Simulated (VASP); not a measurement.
# C (P1) in VASP: single point with r2SCAN

Aim: the single point of C with r2SCAN.

Program: VASP 6.6.1. These are calculated values, not measurements. Logs are shortened: lines on timing, memory, paths and dates and some standing lists are left out, and cuts for length are marked.

## 1. The cell of the first run

The typed cell holds 8 atoms: a = 4.139 Å, b = 4.231 Å, c = 4.207 Å, α = 108.17°, β = 108.43°, γ = 114.62°.

## 2. Single point, r2SCAN (atoms moved at random and the cell strained at random)

File POSCAR:

```
C
1.0
   -2.5320905204      2.4076245368      2.2188488326
    2.4836432488     -2.5374547786      2.3002318029
    2.4652253175      2.4705895758     -2.3486790745
C
8
Direct
    0.1355150842      0.0387295985      0.0291923983
    0.5923331662      0.6159619650      0.5688417068
   -0.0210106204      0.4830424365      0.0484507648
   -0.0406447691     -0.1566733172      0.2190598959
    0.2027252159      0.7825151592      0.0097334664
    0.2697754897      0.3356693928      0.3734730361
    0.7340472485     -0.0886231525      0.0136406283
    0.1272591849     -0.0106220822      0.7376081034
```

File INCAR.step1:

```
PREC = Accurate
ENCUT = 520
ISMEAR = 0
SIGMA = 0.05
LREAL = F
LASPH = T
NELM = 80
NBANDS = 26
GGA = PE
ALGO = Normal
EDIFF = 1E-4
LWAVE = T
LCHARG = F
```

File INCAR.step2:

```
PREC = Accurate
ENCUT = 520
EDIFF = 1E-6
ISMEAR = 0
SIGMA = 0.05
LREAL = F
LASPH = T
NELM = 80
ALGO = Normal
ISIF = 2
LWAVE = F
LCHARG = F
METAGGA = R2SCAN
LMIXTAU = T
NBANDS = 26
ISTART = 1
```

File KPOINTS:

```
regular mesh
0
Gamma
  8 8 8
```

Potentials or basis: VASP PAW PBE potentials, release 64 (C).

The run is started by

```bash
> cat potpaw_PBE.64/C/POTCAR > POTCAR
> cp INCAR.step1 INCAR
> mpirun -np 1 vasp_std > vasp.out
> cp INCAR.step2 INCAR
> mpirun -np 1 vasp_std > vasp.out
```

OUTCAR:

```text
PREC = Accurate
   ENCUT = 520
   EDIFF = 1E-6
   ISMEAR = 0
   LREAL = F
   LASPH = T
   NELM = 80
   ISIF = 2
   METAGGA = R2SCAN
   ISTART = 1

 ion  position               nearest neighbor table
   1  0.136  0.039  0.029-   8 1.17   5 1.21   6 1.33   4 1.46   7 1.49   2 1.93
   2  0.592  0.616  0.569-   6 1.12   7 1.63   8 1.82   1 1.93
   3  0.979  0.483  0.048-   5 1.32   4 1.52   6 1.96
   4  0.959  0.843  0.219-   7 1.25   1 1.46   3 1.52   5 1.58   6 1.68   8 1.86
   5  0.203  0.783  0.010-   1 1.21   3 1.32   4 1.58   8 1.67   7 2.03
   6  0.270  0.336  0.373-   2 1.12   1 1.33   4 1.68   7 1.82   3 1.96
   7  0.734  0.911  0.014-   4 1.25   1 1.49   2 1.63   6 1.82   5 2.03
   8  0.127  0.989  0.738-   1 1.17   5 1.67   2 1.82   4 1.86

  LATTYP: Found a triclinic cell.
 ALAT       =    11.9866115571
 B/A-ratio  =     0.3771878963
 C/A-ratio  =     0.4129238149
 COS(alpha) =     0.0201097477
 COS(beta)  =     0.2199400677
 COS(gamma) =     0.9583481137

  Lattice vectors:

 A1 = (  -2.5621198607,  -2.7302500594,  11.3868403455)
 A2 = (  -0.0484472716,  -0.1298302418,   4.5190806355)
 A3 = (  -4.9488685663,   0.0668652028,   0.0484472716)

Analysis of symmetry for initial positions (statically):
=====================================================================
 Subroutine PRICEL returns:
 Original cell was already a primitive cell.

 Routine SETGRP: Setting up the symmetry group for a
 triclinic supercell.

 Subroutine GETGRP returns: Found  1 space group operations
 (whereof  1 operations were pure point group operations)
 out of a pool of  2 trial point group operations.

The static configuration has the point symmetry C_1 .

Analysis of symmetry for dynamics (positions and initial velocities):
=====================================================================
 Subroutine PRICEL returns:
 Original cell was already a primitive cell.

 Routine SETGRP: Setting up the symmetry group for a
 triclinic supercell.

 Subroutine GETGRP returns: Found  1 space group operations
 (whereof  1 operations were pure point group operations)
 out of a pool of  2 trial point group operations.

The dynamic configuration has the point symmetry C_1 .

 Subroutine INISYM returns: Found  1 space group operations
 (whereof  1 operations are pure point group operations),
 and found     1 'primitive' translations

----------------------------------------------------------------------------------------

                                     Primitive cell

[... 103 lines left out ...]
   LREAL  =      F    real-space projection
   EDIFFG = 0.1E-04   stopping-criterion for IOM
   NSW    =      0    number of steps for IOM
   IBRION =     -1    ionic relax: 0-MD 1-quasi-New 2-CG
   NFREE  =      0    steps in history (QN), initial steepest desc. (CG)
   ISIF   =      2    stress and relaxation
   ISYM   =      2    0-nonsym 1-usesym 2-fastsym
   POTIM  = 0.5000    time-step for ionic-motion
   TEBEG  =    0.0;   TEEND  =   0.0 temperature during run
   PSTRESS=    0.0 pullay stress
   NELECT =      32.0000    total number of electrons
   NUPDOWN=      -1.0000    fix difference up-down
   EMIN   =  10.00;   EMAX   =-10.00  energy-range for DOS
   EFERMI =   0.00;   METHOD = LEGACY
   ISMEAR =     0;   SIGMA  =   0.05  broadening in eV -4-tet -1-fermi 0-gaus
   EFERMI_NEDOS =   21; number of points for ismear=-14 and -15
   IALGO  =     38    algorithm
   IMIX   =      4    mixing-type and parameters
     AMIX     =   0.40;   BMIX     =  1.00
     AMIX_MAG =   1.60;   BMIX_MAG =  1.00
  volume/ion in A,a.u.               =       6.81        45.97
  Fermi-wavevector in a.u.,A,eV,Ry     =   1.370934  2.590689 25.571591  1.879459
  Thomas-Fermi vector in A             =   2.496676
   LORBIT       =      0    0 simple, 1 ext, 2 COOP (PROOUT), +10 PAW based schemes
   METAGGA = R2SCAN    functional components
   LHFCALC =     F    Hartree Fock is set to
   AEXX    =    0.0000 exact exchange contribution
   IVDW    =     0    specifies the selected vdW correction
   LEPSILON=     F    determine dielectric tensor
   LRPA    =     F    only Hartree local field effects (RPA)
 non-spin polarized calculation
 Gauss-broadening in eV      SIGMA  =   0.05
  energy-cutoff  :      520.00
  volume of cell :       54.49
 maximum number of plane-waves:      1480
   NGX = 15   NGY = 15   NGZ = 15

 number of electron      32.0000000 magnetization

 Free energy of the ion-electron system (eV)
  ---------------------------------------------------
  ext. energy  EPLUGINS =         0.00000000
  ---------------------------------------------------
  free energy    TOTEN  =       -46.04390354 eV

  energy without entropy =      -46.04105403  energy(sigma->0) =      -46.04247878

 E-fermi :   7.3524     XC(G=0): -12.7153

 val. band max:        7.3507844262   @ k =  -0.1250  -0.2500   0.1250
 cond. band min:       7.3538562218   @ k =   0.2500   0.5000   0.1250
 fundamental gap:      0.0030717956
 Fermi energy:         7.3524354057

 k-point     1 :       0.0000    0.0000    0.0000
  band No.  band energies     occupation
      1     -19.9251      2.00000
      2     -12.4161      2.00000
      3     -11.0609      2.00000
      4      -9.6880      2.00000
      5      -8.2540      2.00000
      6      -5.9383      2.00000
[... 685 lines left out ...]
     25      17.8221      0.00000
     26      19.2108      0.00000

 [... further k-points ...]
[... 5 lines left out ...]
  --------------------------------------------------------------------------------------
  -------------------------------------------------------------------------------------
  Total       43.5891445     49.5552992     43.1679887      6.6754263      0.6014197      5.4364390
  in kB     1281.6331281   1457.0534414   1269.2500625    196.2747289     17.6832895    159.8453095
  external PRESSURE =    1335.9788773 kB  Pullay stress =       0.0000000 kB

 VOLUME and BASIS-vectors are now :
 -----------------------------------------------------------------------------
  energy-cutoff  :      520.00
  volume of cell :       54.49
      direct lattice vectors                 reciprocal lattice vectors
    -2.532090520  2.407624537  2.218848833     0.005078599  0.211114851  0.227403585
     2.483643249 -2.537454779  2.300231803     0.204374874  0.008755670  0.223726514
     2.465225317  2.470589576 -2.348679075     0.204957005  0.208019911  0.008173539

 POSITION                                       TOTAL-FORCE (eV/Angst)
 -----------------------------------------------------------------------------------
     -0.17498      0.30012      0.32121        19.103617      1.893558      3.237671
      1.43231      1.26851      1.39513        11.066731      9.154709     15.664659
     -1.15974      1.25104      3.16954         2.228191     -0.644883     -3.349848
      0.20538      0.71107      3.55401         0.025165     11.958542     -9.187349
      1.45417     -1.47346      2.22692       -13.911865     10.078061      1.756064
      1.07128      0.72047      0.49354        -2.362985     -8.305488     -9.401880
      0.43849     -0.51157      3.69308         0.958182    -11.740021     -3.706733
      3.95340     -0.38178      0.82576       -17.107037    -12.394477      4.987416
 -----------------------------------------------------------------------------------
    total drift:                               -0.000046     -0.000005      0.000002

  FREE ENERGIE OF THE ION-ELECTRON SYSTEM (eV)
  ---------------------------------------------------
  free  energy   TOTEN  =       -46.0439035441 eV

  energy  without entropy=      -46.0410540253  energy(sigma->0) =      -46.04247878
```

Wall time 18 min (1 thread of Intel Xeon 8259CL, shared host); peak memory 0.35 GiB.

What came out:

```
Free energy            : -46.0439 eV
Pressure               : 133.6 GPa
Largest force          : 21.706 eV/Å
Band gap on the k mesh : zero (band 16 reaches 8.29 eV, above the bottom of band 17 at 6.83 eV)
```

Forces in eV/Å, atoms in the order of the input:
```
C    19.104   1.894   3.238
C    11.067   9.155  15.665
C     2.228  -0.645  -3.350
C     0.025  11.959  -9.187
C   -13.912  10.078   1.756
C    -2.363  -8.305  -9.402
C     0.958 -11.740  -3.707
C   -17.107 -12.394   4.987
```

Caveat: the cell differs from its parent crystal (atoms moved at random and the cell strained at random); the PAW data sets were made with another functional, which shifts forces and pressure a little.
